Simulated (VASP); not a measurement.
Wanted: the native input for a VASP 6.6.1 run.

```yaml
Task: single point
Functional: PBE
Potentials_or_basis: VASP PAW PBE potentials, release 64 (Na_pv, B)
Cutoff: 500 eV
k_mesh: 5 × 5 × 3
Occupations: gaussian, width 0.2 eV
Spin: no spin polarisation
Dipole_correction: no
Further_INCAR_settings: ALGO = Normal; EDIFF = 1e-06; NBANDS = 18
```

The structure of NaB4 lies in POSCAR:

```
NaB4
1.0
    3.0301214611      0.0000000025      0.0000000000
   -1.5150607327      2.6241621606      0.0000000000
    0.0000000000      0.0000000000      6.7176488816
Na B
1 4
Direct
    0.0000000000      0.0000000000      0.0000000000
    0.0000000000      0.0000000000      0.6340416088
    0.0000000000      0.0000000000      0.3659583912
    0.3333333333      0.6666666667      0.6506745091
    0.6666666667      0.3333333333      0.3493254909
```

The cell was built from a structure type or drawn by symmetry, and may not be a known phase.

These files were run (other wordings do the same):

INCAR

```
SYSTEM = NaB4
ALGO = Normal ; EDIFF = 1E-6
ENCUT = 500 ; GGA = PE
GGA_COMPAT = .FALSE. ; ISIF = 2
ISMEAR = 0 ; LASPH = .TRUE.
LCHARG = .FALSE. ; LREAL = .FALSE.
LWAVE = .FALSE. ; NBANDS = 18
NELM = 120 ; PREC = Accurate
SIGMA = 0.2
```

KPOINTS

```
k-points
0
G
  5 5 3
  0 0 0
```

Potentials or basis: VASP PAW PBE potentials, release 64 (Na_pv, B).

Run with:

```console
$ cat potpaw_PBE.64/Na_pv/POTCAR potpaw_PBE.64/B/POTCAR > POTCAR
$ mpirun -np 1 vasp_std > vasp.out
```

Results of the run:

| Quantity | Value |
| --- | --- |
| Pressure | 0.1 GPa |
| Largest force | 0.048 eV/Å |
| Band gap on the k mesh | zero (an odd number of electrons rules out a gap without spin polarisation) |

Caveat: the k points lie up to 0.48 Å⁻¹ apart, too coarse for converged energies and pressures of a metal.

It took 10 s on 1 thread of Intel(R) Xeon(R) Platinum 8488C (Sapphire Rapids), on a shared host, peak memory 0.16 GiB.
